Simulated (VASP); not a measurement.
# MnS (P6_3mc) in VASP: further runs

The runs below take MnS through single point, with LDA, PBE.

All numbers are computed with VASP 6.6.1; they aren't measurements. Logs are shortened: lines on timing, memory, paths and dates and some standing lists are left out, and cuts for length are marked.

### Step 1. The cell of the first run

It takes space group P6_3mc (No. 186, hexagonal). Conventional cell: a = 4.031 Å, b = 4.031 Å, c = 6.467 Å, α = 90.00°, β = 90.00°, γ = 120.00°. Mn (site symmetry 3m) has 4 S at 2.41 to 2.47 Å within 3.2 Å. Within 3.2 Å of S (site symmetry 3m) lie 4 Mn at 2.41 to 2.47 Å.

### Step 2. Single point, LDA, collinear spin, ferromagnetic start

Contents of INCAR:

```
  ALGO = Normal
  EDIFF = 1E-6
  ENCUT = 520
  GGA = CA
  ISIF = 2
  ISMEAR = -1
  ISPIN = 2
  LASPH = True
  LCHARG = False
  LMAXMIX = 4
  LORBIT = 11
  LREAL = False
  LWAVE = False
  MAGMOM = 4 4 0 0
  NBANDS = 31
  NELM = 150
  PREC = Accurate
  SIGMA = 0.05
```

Contents of KPOINTS:

```
k-points
0
Gamma
  8 8 4
```

Contents of POSCAR:

```
MnS
1.0
    4.0311177254      0.0000000000      0.0000000000
   -2.0155588628      3.4910503559      0.0000000000
    0.0000000000      0.0000000000      6.4669237522
Mn S
2 2
Direct
    0.6666666667      0.3333333333      0.4988446700
    0.3333333333      0.6666666667      0.9988446700
    0.3333333333      0.6666666667      0.6261543000
    0.6666666667      0.3333333333      0.1261543000
```

Potentials or basis: VASP PAW LDA potentials, release 64 (Mn_pv, S).

On the command line:

```console
$ cat potpaw_LDA.64/Mn_pv/POTCAR potpaw_LDA.64/S/POTCAR > POTCAR
$ mpirun -np 1 vasp_std > vasp.out
```

OUTCAR:

```text
EDIFF = 1E-6
   ENCUT = 520
   GGA = CA
   ISIF = 2
   ISMEAR = -1
   ISPIN = 2
   LASPH = True
   LORBIT = 11
   LREAL = False
   NELM = 150
   PREC = Accurate

 ion  position               nearest neighbor table
   1  0.667  0.333  0.499-   4 2.41   3 2.47   3 2.47   3 2.47
   2  0.333  0.667  0.999-   3 2.41   4 2.47   4 2.47   4 2.47
   3  0.333  0.667  0.626-   2 2.41   1 2.47   1 2.47   1 2.47
   4  0.667  0.333  0.126-   1 2.41   2 2.47   2 2.47   2 2.47

  LATTYP: Found a hexagonal cell.
 ALAT       =     4.0311177254
 C/A-ratio  =     1.6042507792

  Lattice vectors:

 A1 = (   4.0311177254,   0.0000000000,   0.0000000000)
 A2 = (  -2.0155588628,   3.4910503559,   0.0000000000)
 A3 = (   0.0000000000,   0.0000000000,   6.4669237522)

Analysis of symmetry for initial positions (statically):
=====================================================================
 Subroutine PRICEL returns:
 Original cell was already a primitive cell.

 Routine SETGRP: Setting up the symmetry group for a
 hexagonal supercell.

 Subroutine GETGRP returns: Found 12 space group operations
 (whereof  6 operations were pure point group operations)
 out of a pool of 24 trial point group operations.

The static configuration has the point symmetry C_3v.
 The point group associated with its full space group is C_6v.

Analysis of symmetry for dynamics (positions and initial velocities):
=====================================================================
 Subroutine PRICEL returns:
 Original cell was already a primitive cell.

 Routine SETGRP: Setting up the symmetry group for a
 hexagonal supercell.

 Subroutine GETGRP returns: Found 12 space group operations
 (whereof  6 operations were pure point group operations)
 out of a pool of 24 trial point group operations.

The dynamic configuration has the point symmetry C_3v.
 The point group associated with its full space group is C_6v.

Analysis of structural, dynamic, and magnetic symmetry:
=====================================================================
 Subroutine PRICEL returns:
 Original cell was already a primitive cell.

 Routine SETGRP: Setting up the symmetry group for a
 hexagonal supercell.

 Subroutine GETGRP returns: Found 12 space group operations
 (whereof  6 operations were pure point group operations)
 out of a pool of 24 trial point group operations.

The overall configuration has the point symmetry C_3v.
 The point group associated with its full space group is C_6v.
[... 129 lines left out ...]
   LHFCALC =     F    Hartree Fock is set to
   AEXX    =    0.0000 exact exchange contribution
   IVDW    =     0    specifies the selected vdW correction
   LEPSILON=     F    determine dielectric tensor
   LRPA    =     F    only Hartree local field effects (RPA)
 spin polarized calculation
  energy-cutoff  :      520.00
  volume of cell :       91.01
 maximum number of plane-waves:      2476
 NGX is ok and might be reduce to    30
   NGX = 15   NGY = 15   NGZ = 25

 number of electron      38.0000011 magnetization      10.0525353

 number of electron      38.0000011 magnetization       9.7852417

 Free energy of the ion-electron system (eV)
  ---------------------------------------------------
  ext. energy  EPLUGINS =         0.00000000
  ---------------------------------------------------
  free energy    TOTEN  =       -29.53330091 eV

  energy without entropy =      -29.51753735  energy(sigma->0) =      -29.52541913

 E-fermi :   3.8596     XC(G=0):  -9.5530

 val. band max:        3.8020010829   @ k =   0.3750   0.0000   0.0000
 cond. band min:       3.8607346785   @ k =   0.2500   0.1250   0.0000
 fundamental gap:      0.0587335956
 Fermi energy:         3.8595558847

 spin component 1

 k-point     1 :       0.0000    0.0000    0.0000
  band No.  band energies     occupation
      1     -46.2134      1.00000
      2     -46.2134      1.00000
      3     -46.2128      1.00000
      4     -46.2128      1.00000
      5     -46.1975      1.00000
      6     -46.1944      1.00000
[... 805 lines left out ...]
     30      10.8701      0.00000
     31      11.4346      0.00000

 [... further k-points ...]

 spin component 2

 k-point     1 :       0.0000    0.0000    0.0000
  band No.  band energies     occupation
      1     -42.0419      1.00000
      2     -42.0419      1.00000
      3     -42.0411      1.00000
      4     -42.0411      1.00000
      5     -42.0366      1.00000
      6     -42.0321      1.00000
[... 805 lines left out ...]
     30      11.5932      0.00000
     31      12.2803      0.00000

 [... further k-points ...]

------------------------ aborting loop because EDIFF is reached ----------------------------------------

  FORCE on cell =-STRESS in cart. coord.  units (eV):
  Direction    XX          YY          ZZ          XY          YZ          ZX
  --------------------------------------------------------------------------------------
  -------------------------------------------------------------------------------------
  Total       -4.0016567     -4.0016567     -3.0556528      0.0000000      0.0000000      0.0000000
  in kB      -70.4483907    -70.4483907    -53.7941758      0.0000000      0.0000000      0.0000000
  external PRESSURE =     -64.8969858 kB  Pullay stress =       0.0000000 kB

 VOLUME and BASIS-vectors are now :
 -----------------------------------------------------------------------------
  energy-cutoff  :      520.00
  volume of cell :       91.01
      direct lattice vectors                 reciprocal lattice vectors
     4.031117725  0.000000000  0.000000000     0.248070155  0.143223371  0.000000000
    -2.015558863  3.491050356  0.000000000     0.000000000  0.286446742  0.000000000
     0.000000000  0.000000000  6.466923752     0.000000000  0.000000000  0.154633028

 POSITION                                       TOTAL-FORCE (eV/Angst)
 -----------------------------------------------------------------------------------
      2.01556      1.16368      3.22599         0.000000      0.000000      0.198061
     -0.00000      2.32737      6.45945        -0.000000     -0.000000      0.198061
     -0.00000      2.32737      4.04929         0.000000     -0.000000     -0.198061
      2.01556      1.16368      0.81583        -0.000000      0.000000     -0.198061
 -----------------------------------------------------------------------------------
    total drift:                               -0.000000      0.000000      0.000374

  FREE ENERGIE OF THE ION-ELECTRON SYSTEM (eV)
  ---------------------------------------------------
  free  energy   TOTEN  =       -29.5333009115 eV

  energy  without entropy=      -29.5175373527  energy(sigma->0) =      -29.52541913

 total charge

# of ion       s       p       d       tot
------------------------------------------
    1        0.260   6.198   4.915  11.373
    2        0.260   6.198   4.915  11.373
    3        1.316   2.404   0.000   3.720
    4        1.316   2.404   0.000   3.720
--------------------------------------------------
tot          3.153  17.203   9.830  30.186

 magnetization (x)

# of ion       s       p       d       tot
------------------------------------------
    1        0.043   0.058   4.166   4.267
    2        0.043   0.058   4.166   4.267
    3        0.011   0.093   0.000   0.104
    4        0.011   0.093   0.000   0.104
--------------------------------------------------
tot          0.107   0.304   8.331   8.742
```

It took 2.4 min on 1 thread of Intel Xeon Platinum 8375C at 2.90GHz (Ice Lake), shared host; peak memory 0.25 GiB.

What came out:

| Property | Result |
| --- | --- |
| Free energy | -29.5333 eV |
| Pressure | -6.5 GPa |
| Largest force | 0.198 eV/Å |
| Net moment | 9.79 μB per cell |
| Site moments | Mn +4.27; S +0.10 μB |
| Valence electrons inside the program's atomic spheres | Mn 11.37; S 3.72 |

Forces on the atoms (eV/Å):
```
Mn   0.000  0.000  0.198
Mn   0.000  0.000  0.198
S    0.000  0.000 -0.198
S    0.000  0.000 -0.198
```

Stress tensor (GPa, compression positive):
```
-7.04  0.00  0.00
 0.00 -7.04  0.00
 0.00  0.00 -5.38
```

Caveat: the cell stands under tension; semilocal functionals often make such compounds metallic where correlation or magnetic order opens a gap, which also shifts bond lengths; only a ferromagnetic start was run, and an antiferromagnetic order may lie lower in energy.

### Step 3. Single point, PBE, collinear spin, ferromagnetic start

This run uses another cell than the first one, of 21.46 Å³/atom.

Contents of INCAR:

```
  PREC = Accurate
  ENCUT = 520
  EDIFF = 1E-7
  ISMEAR = -1
  SIGMA = 0.05
  LREAL = F
  LASPH = T
  NELM = 150
  ALGO = Normal
  ISIF = 2
  LWAVE = F
  LCHARG = F
  ISPIN = 2
  MAGMOM = 6 6 0 0
  LORBIT = 11
  NUPDOWN = 12.0
  LMAXMIX = 4
  GGA = PE
  NBANDS = 31
```

Contents of KPOINTS:

```
Automatic mesh
0
Gamma
  7 7 4
```

Contents of POSCAR:

```
MnS
1.0
    3.9535769233      0.0000000000      0.0000000000
   -1.9767884617      3.4238980514      0.0000000000
    0.0000000000      0.0000000000      6.3425288600
Mn S
2 2
Direct
    0.6666666667      0.3333333333      0.4988446700
    0.3333333333      0.6666666667      0.9988446700
    0.3333333333      0.6666666667      0.6261543000
    0.6666666667      0.3333333333      0.1261543000
```

Potentials or basis: VASP PAW PBE potentials, release 64 (Mn_pv, S).

On the command line:

```console
$ cat potpaw_PBE.64/Mn_pv/POTCAR potpaw_PBE.64/S/POTCAR > POTCAR
$ mpirun -np 1 vasp_std > vasp.out
```

OUTCAR:

```text
PREC = Accurate
   ENCUT = 520
   EDIFF = 1E-7
   ISMEAR = -1
   LREAL = F
   LASPH = T
   NELM = 150
   ISIF = 2
   ISPIN = 2
   LORBIT = 11
   NUPDOWN = 12.0
   GGA = PE

 ion  position               nearest neighbor table
   1  0.667  0.333  0.499-   4 2.36   3 2.42   3 2.42   3 2.42
   2  0.333  0.667  0.999-   3 2.36   4 2.42   4 2.42   4 2.42
   3  0.333  0.667  0.626-   2 2.36   1 2.42   1 2.42   1 2.42
   4  0.667  0.333  0.126-   1 2.36   2 2.42   2 2.42   2 2.42

  LATTYP: Found a hexagonal cell.
 ALAT       =     3.9535769233
 C/A-ratio  =     1.6042507792

  Lattice vectors:

 A1 = (   3.9535769233,   0.0000000000,   0.0000000000)
 A2 = (  -1.9767884617,   3.4238980514,   0.0000000000)
 A3 = (   0.0000000000,   0.0000000000,   6.3425288600)

Analysis of symmetry for initial positions (statically):
=====================================================================
 Subroutine PRICEL returns:
 Original cell was already a primitive cell.

 Routine SETGRP: Setting up the symmetry group for a
 hexagonal supercell.

 Subroutine GETGRP returns: Found 12 space group operations
 (whereof  6 operations were pure point group operations)
 out of a pool of 24 trial point group operations.

The static configuration has the point symmetry C_3v.
 The point group associated with its full space group is C_6v.

Analysis of symmetry for dynamics (positions and initial velocities):
=====================================================================
 Subroutine PRICEL returns:
 Original cell was already a primitive cell.

 Routine SETGRP: Setting up the symmetry group for a
 hexagonal supercell.

 Subroutine GETGRP returns: Found 12 space group operations
 (whereof  6 operations were pure point group operations)
 out of a pool of 24 trial point group operations.

The dynamic configuration has the point symmetry C_3v.
 The point group associated with its full space group is C_6v.

Analysis of structural, dynamic, and magnetic symmetry:
=====================================================================
 Subroutine PRICEL returns:
 Original cell was already a primitive cell.

 Routine SETGRP: Setting up the symmetry group for a
 hexagonal supercell.

 Subroutine GETGRP returns: Found 12 space group operations
 (whereof  6 operations were pure point group operations)
 out of a pool of 24 trial point group operations.

The overall configuration has the point symmetry C_3v.
 The point group associated with its full space group is C_6v.

 Subroutine INISYM returns: Found 12 space group operations
 (whereof  6 operations are pure point group operations),
 and found     1 'primitive' translations

----------------------------------------------------------------------------------------

                                     Primitive cell

  volume of cell :      85.8566

  direct lattice vectors                    reciprocal lattice vectors
     3.953576923  0.000000000  0.000000000     0.252935511  0.146032385  0.000000000
    -1.976788462  3.423898051  0.000000000     0.000000000  0.292064771  0.000000000
     0.000000000  0.000000000  6.342528860     0.000000000  0.000000000  0.157665818

  length of vectors
     3.953576923  3.953576923  6.342528860     0.292064771  0.292064771  0.157665818

  position of ions in fractional coordinates (direct lattice)
     0.666666667  0.333333333  0.498844670
     0.333333333  0.666666667  0.998844670
[... 80 lines left out ...]
   EDIFF  = 0.1E-06   stopping-criterion for ELM
   LREAL  =      F    real-space projection
   EDIFFG = 0.1E-05   stopping-criterion for IOM
   NSW    =      0    number of steps for IOM
   IBRION =     -1    ionic relax: 0-MD 1-quasi-New 2-CG
   NFREE  =      0    steps in history (QN), initial steepest desc. (CG)
   ISIF   =      2    stress and relaxation
   ISYM   =      2    0-nonsym 1-usesym 2-fastsym
   POTIM  = 0.5000    time-step for ionic-motion
   TEBEG  =    0.0;   TEEND  =   0.0 temperature during run
   PSTRESS=    0.0 pullay stress
   NELECT =      38.0000    total number of electrons
   NUPDOWN=      12.0000    fix difference up-down
   EMIN   =  10.00;   EMAX   =-10.00  energy-range for DOS
   EFERMI =   0.00;   METHOD = LEGACY
   ISMEAR =    -1;   SIGMA  =   0.05  broadening in eV -4-tet -1-fermi 0-gaus
   EFERMI_NEDOS =   21; number of points for ismear=-14 and -15
   IALGO  =     38    algorithm
   IMIX   =      4    mixing-type and parameters
     AMIX     =   0.40;   BMIX     =  1.00
     AMIX_MAG =   1.60;   BMIX_MAG =  1.00
  volume/ion in A,a.u.               =      21.46       144.85
  Fermi-wavevector in a.u.,A,eV,Ry     =   1.247608  2.357638 21.177824  1.556526
  Thomas-Fermi vector in A             =   2.381733
   LORBIT       =     11    0 simple, 1 ext, 2 COOP (PROOUT), +10 PAW based schemes
   GGA     = PE    functional components
   LHFCALC =     F    Hartree Fock is set to
   AEXX    =    0.0000 exact exchange contribution
   IVDW    =     0    specifies the selected vdW correction
   LEPSILON=     F    determine dielectric tensor
   LRPA    =     F    only Hartree local field effects (RPA)
 spin polarized calculation
  energy-cutoff  :      520.00
  volume of cell :       85.86
 maximum number of plane-waves:      2340
 NGX is ok and might be reduce to    30
   NGX = 15   NGY = 15   NGZ = 23

 number of electron      37.9999986 magnetization      11.9999994

 Free energy of the ion-electron system (eV)
  ---------------------------------------------------
  ext. energy  EPLUGINS =         0.00000000
  ---------------------------------------------------
  free energy    TOTEN  =       -21.90851681 eV

  energy without entropy =      -21.83670271  energy(sigma->0) =      -21.87260976

 E-fermi :   1.3444     XC(G=0):  -9.5382

 val. band max:        7.9353687722   @ k =   0.4286   0.1429   0.5000
 cond. band min:       1.3468917031   @ k =   0.0000   0.0000   0.2500
 fundamental gap:     -6.5884770692
 Fermi energy:         7.9894773297

 spin component 1

 k-point     1 :       0.0000    0.0000    0.0000
  band No.  band energies     occupation
      1     -46.3301      1.00000
      2     -46.3261      1.00000
      3     -46.3256      1.00000
      4     -46.3256      1.00000
      5     -46.3249      1.00000
      6     -46.3249      1.00000
[... 805 lines left out ...]
     30      10.5599      0.00000
     31      12.3701      0.00000
 Fermi energy:         1.3443986745

 spin component 2

 k-point     1 :       0.0000    0.0000    0.0000
  band No.  band energies     occupation
      1     -41.5889      1.00000
      2     -41.5832      1.00000
      3     -41.5750      1.00000
      4     -41.5750      1.00000
      5     -41.5740      1.00000
      6     -41.5740      1.00000
[... 805 lines left out ...]
     30      12.1965      0.00000
     31      13.7411      0.00000

------------------------ aborting loop because EDIFF is reached ----------------------------------------

  FORCE on cell =-STRESS in cart. coord.  units (eV):
  Direction    XX          YY          ZZ          XY          YZ          ZX
  --------------------------------------------------------------------------------------
  -------------------------------------------------------------------------------------
  Total        6.9097347      6.9097347      8.1544283     -0.0000000      0.0000000      0.0000000
  in kB      128.9432121    128.9432121    152.1705565     -0.0000000      0.0000000      0.0000000
  external PRESSURE =     136.6856602 kB  Pullay stress =       0.0000000 kB

 VOLUME and BASIS-vectors are now :
 -----------------------------------------------------------------------------
  energy-cutoff  :      520.00
  volume of cell :       85.86
      direct lattice vectors                 reciprocal lattice vectors
     3.953576923  0.000000000  0.000000000     0.252935511  0.146032385  0.000000000
    -1.976788462  3.423898051  0.000000000     0.000000000  0.292064771  0.000000000
     0.000000000  0.000000000  6.342528860     0.000000000  0.000000000  0.157665818

 POSITION                                       TOTAL-FORCE (eV/Angst)
 -----------------------------------------------------------------------------------
      1.97679      1.14130      3.16394         0.000000     -0.000000      0.308015
     -0.00000      2.28260      6.33520        -0.000000      0.000000      0.308015
     -0.00000      2.28260      3.97140         0.000000      0.000000     -0.308015
      1.97679      1.14130      0.80014         0.000000      0.000000     -0.308015
 -----------------------------------------------------------------------------------
    total drift:                                0.000000      0.000001      0.001577

  FREE ENERGIE OF THE ION-ELECTRON SYSTEM (eV)
  ---------------------------------------------------
  free  energy   TOTEN  =       -21.9085168145 eV

  energy  without entropy=      -21.8367027098  energy(sigma->0) =      -21.87260976

 total charge

# of ion       s       p       d       tot
------------------------------------------
    1        0.305   6.227   4.848  11.380
    2        0.305   6.227   4.848  11.380
    3        1.372   2.344   0.000   3.716
    4        1.372   2.344   0.000   3.716
--------------------------------------------------
tot          3.355  17.143   9.695  30.194

 magnetization (x)

# of ion       s       p       d       tot
------------------------------------------
    1        0.095   0.106   4.343   4.545
    2        0.095   0.106   4.343   4.545
    3        0.065   0.367   0.000   0.432
    4        0.065   0.367   0.000   0.432
--------------------------------------------------
tot          0.322   0.947   8.686   9.955
```

Wall time 2.4 min (1 thread of Intel Xeon 8259CL, shared host); peak memory 0.28 GiB.

Results:

| Quantity | Value |
| --- | --- |
| Free energy | -21.9085 eV |
| Pressure | 13.7 GPa |
| Largest force | 0.308 eV/Å |
| Net moment | 12.00 μB per cell |
| Site moments | Mn +4.54; S +0.43 μB |
| Valence electrons inside the program's atomic spheres | Mn 11.38; S 3.72 |

Forces on the atoms (eV/Å):
```
Mn   0.000  0.000  0.308
Mn   0.000  0.000  0.308
S    0.000  0.000 -0.308
S    0.000  0.000 -0.308
```

Caveat: the cell stands under pressure; the total moment is fixed, so each spin has its own Fermi level; only a ferromagnetic start was run, and an antiferromagnetic order may lie lower in energy.
